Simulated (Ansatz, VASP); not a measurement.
Ta in VASP and in Ansatz

```
Ta
1.0
     0.00000    3.31955   -3.31955
    -3.31955    0.00000    3.31955
     1.65978    1.65978    1.65978
Ta
3
Direct
  0.00000 0.00000 0.00000
  0.33333 0.66667 0.33333
  0.66667 0.33333 0.66667
```

Alike in both runs: task single point; functional PBE; k mesh 9 × 9 × 13; occupations fermi-dirac, width 0.08 eV; no spin polarisation.

|  | VASP | Ansatz |
| --- | --- | --- |
| version | VASP 6.6.1 | Ansatz 0.2.0 |
| potentials or method | VASP PAW PBE potentials, release 64 (Ta_pv) | PAW with Ansatz's default frozen-core files, scalar-relativistic |
| plane-wave cutoff (eV) | 520 | 420 |
| valence electrons in the cell | 33 | 39 |

|  | VASP | Ansatz | Ansatz less VASP |
| --- | --- | --- | --- |
| pressure (GPa) | 0.1 | 0.0 | -0.10 |

With one functional, cell and mesh, what is left measures potentials, basis and numerics. VASP's potentials hold 33 valence electrons a cell and Ansatz's 39, so a difference there can come from the potentials and not from the codes.

Spin-orbit coupling is off throughout.
